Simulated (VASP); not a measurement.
Input of a VASP 6.6.1 run:

The input INCAR:

```
PREC = Accurate ; ENCUT = 520
EDIFF = 1E-6 ; ISMEAR = 0
SIGMA = 0.1 ; LREAL = F
LASPH = T ; NELM = 60
ALGO = Normal ; ISIF = 2
LWAVE = F ; LCHARG = T
GGA = PE ; LELF = T
LVHAR = T ; NBANDS = 50
```

The input KPOINTS:

```
regular mesh
0
Gamma
  4 4 4
```

Contents of POSCAR:

```
LuTlAu4
1.0
    0.0000000000      4.0683634900      4.0683634900
    4.0683634900      0.0000000000      4.0683634900
    4.0683634900      4.0683634900      0.0000000000
Lu Tl Au
1 1 4
Direct
    0.2500000000      0.2500000000      0.2500000000
    0.7500000000      0.7500000000      0.7500000000
    0.0853612100      0.0853612100      0.0853612100
    0.0853612100      0.0853612100      0.7439163800
    0.0853612100      0.7439163800      0.0853612100
    0.7439163800      0.0853612100      0.0853612100
```

Potentials or basis: VASP PAW PBE potentials, release 64 (Lu, Tl_d, Au).

Command:

```console
$ cat potpaw_PBE.64/Lu/POTCAR potpaw_PBE.64/Tl_d/POTCAR potpaw_PBE.64/Au/POTCAR > POTCAR
$ mpirun -np 1 vasp_std > vasp.out
```

(1) Estimate the largest force.

(2) Predict the band gap on the k mesh.

Answers

(1) 56.829 eV/Å.

(2) 0.37 eV (least direct gap 1.08 eV).

Caveat: spin-orbit coupling is left out, which moves the levels of the heavy elements; forces of over 1 eV/Å act on the atoms, so gaps and moduli don't describe the material at rest.
